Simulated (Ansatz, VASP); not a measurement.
**Two plane-wave programs on CdO2**

Contents of POSCAR:

```
CdO2
1.0
    5.4047170000      0.0000000000      0.0000000000
    0.0000000000      5.4047170000      0.0000000000
    0.0000000000      0.0000000000      5.4047170000
Cd O
4 8
Direct
    0.5000000000      0.0000000000      0.0000000000
    0.0000000000      0.0000000000      0.5000000000
    0.0000000000      0.5000000000      0.0000000000
    0.5000000000      0.5000000000      0.5000000000
    0.0803240000      0.4196760000      0.5803240000
    0.4196760000      0.5803240000      0.0803240000
    0.5803240000      0.0803240000      0.4196760000
    0.9196760000      0.9196760000      0.9196760000
    0.0803240000      0.0803240000      0.0803240000
    0.4196760000      0.9196760000      0.5803240000
    0.5803240000      0.4196760000      0.9196760000
    0.9196760000      0.5803240000      0.4196760000
```

The input INCAR.step1:

```
  PREC = Accurate
  ENCUT = 600
  ISMEAR = 0
  SIGMA = 0.1
  LREAL = False
  LASPH = True
  NELM = 80
  GGA = PE
  ALGO = Normal
  EDIFF = 1E-4
  LWAVE = True
  LCHARG = False
```

The input INCAR.step2:

```
  PREC = Accurate
  ENCUT = 600
  EDIFF = 1E-6
  ISMEAR = 0
  SIGMA = 0.1
  LREAL = False
  LASPH = True
  NELM = 80
  ALGO = Normal
  ISIF = 3
  LWAVE = False
  LCHARG = False
  METAGGA = R2SCAN
  LMIXTAU = True
  IBRION = 2
  NSW = 90
  EDIFFG = -0.04
  ISTART = 1
```

The input KPOINTS:

```
regular mesh
0
Gamma
  4 4 4
```

Input for Ansatz:

```yaml
crystal:
  lattice:
    - [5.404717, 0.0, 0.0]
    - [0.0, 5.404717, 0.0]
    - [0.0, 0.0, 5.404717]
  atoms:
    - { symbol: Cd, position: [0.5, 0.0, 0.0] }
    - { symbol: Cd, position: [0.0, 0.0, 0.5] }
    - { symbol: Cd, position: [0.0, 0.5, 0.0] }
    - { symbol: Cd, position: [0.5, 0.5, 0.5] }
    - { symbol: O, position: [0.080324, 0.419676, 0.580324] }
    - { symbol: O, position: [0.419676, 0.580324, 0.080324] }
    - { symbol: O, position: [0.580324, 0.080324, 0.419676] }
    - { symbol: O, position: [0.919676, 0.919676, 0.919676] }
    - { symbol: O, position: [0.080324, 0.080324, 0.080324] }
    - { symbol: O, position: [0.419676, 0.919676, 0.580324] }
    - { symbol: O, position: [0.580324, 0.419676, 0.919676] }
    - { symbol: O, position: [0.919676, 0.580324, 0.419676] }
basis:
  ecutwfc: 500
kpoints:
  mp_grid: { grid: [4, 4, 4] }
hamiltonian:
  xc: r2scan
scf:
  occupations: { method: gaussian, width: 0.1 }
  lower_state_search: "off"
output:
  forces: true
  stress: true
  eigenvalues: true
relax:
  adjacent_minimum: "off"
  f_tol: 0.04
  max_steps: 70
  cell: { stress_tol: 0.4 }
```

Alike in both runs: task relaxation of cell and atoms; functional r2SCAN; k mesh 4 × 4 × 4; occupations gaussian, width 0.1 eV; no spin polarisation.

|  | VASP | Ansatz |
| --- | --- | --- |
| version | VASP 6.6.1 | Ansatz 0.2.0 |
| potentials or method | VASP PAW PBE potentials, release 64 (Cd, O), cutoff 600 eV | scalar-relativistic, plane waves, PAW |
| valence electrons in the cell | 96 | 128 |

|  | VASP | Ansatz | Ansatz less VASP |
| --- | --- | --- | --- |
| gap on the k mesh at the Fermi level, each at its own relaxed structure (eV) | 1.90 | 1.93 | +0.026 |
| relaxed volume (Å³/atom) | 12.60 | 12.50 | -0.098 |
| relaxed length of the cell vector where the two differ most in proportion (Å) | 5.327 | 5.313 | -0.0139 |

VASP's potentials were made for PBE, not for r2SCAN. VASP's potentials hold 96 valence electrons a cell and Ansatz's 128, so a difference there can come from the potentials and not from the codes.
